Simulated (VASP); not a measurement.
Br, 1 atom in the cell. The structure is cubic, space group Fm-3m (No. 225). The conventional cell has a = 3.967 Å, b = 3.967 Å, c = 3.967 Å, α = 90.00°, β = 90.00°, γ = 90.00°. Br (site symmetry m-3m) has 12 Br at 2.80 Å within 3.7 Å.  This cell differs from its parent crystal: volume scaled by 0.68.

* Program: VASP 6.6.1
* Task: single point
* Functional: LDA
* Potentials or basis: VASP PAW LDA potentials, release 64 (Br)
* Cutoff: 520 eV
* k mesh: 14 × 14 × 14
* Occupations: fermi-dirac, width 0.1 eV
* Spin: no spin polarisation
* Dipole correction: no
* Further INCAR settings: ALGO = Normal; EDIFF = 1e-06; NBANDS = 10

Potentials or basis: VASP PAW LDA potentials, release 64 (Br).

The run is started by

```console
$ cat potpaw_LDA.64/Br/POTCAR > POTCAR
$ mpirun -np 1 vasp_std > vasp.out
```

Hardware: 1 thread of Intel Xeon 6975P-C (shared host).

**Question.** How long does it take, and how much memory?

**Answer.** Wall time 6.2 s on 1 thread of Intel Xeon 6975P-C, on a shared host, peak memory 0.14 GiB. Counts: scf iterations 9, k points 104.
